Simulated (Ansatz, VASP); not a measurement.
## Rh in VASP and in Ansatz

```
Rh
1.0
     2.46776    0.00000    0.00000
     0.00000    2.46776    0.00000
     0.00000    0.00000    2.46776
Rh
1
Direct
  0.00000 0.00000 0.00000
```

Alike in both runs: task single point; functional PBE; k mesh 14 × 14 × 14; occupations fermi-dirac, width 0.1 eV; no spin polarisation.

|  | VASP | Ansatz |
| --- | --- | --- |
| version | VASP 6.6.1 | Ansatz 0.2.0 |
| potentials or method | VASP PAW PBE potentials, release 64 (Rh_pv), cutoff 520 eV | plane waves (420 eV) with PAW, scalar-relativistic |
| valence electrons in the cell | 15 | 17 |

```csv
,VASP,Ansatz,Ansatz less VASP
pressure (GPa),18.7,18.5,-0.14
```

With one functional, cell and mesh, what is left measures potentials, basis and numerics. VASP's potentials hold 15 valence electrons a cell and Ansatz's 17, so a difference there can come from the potentials and not from the codes.
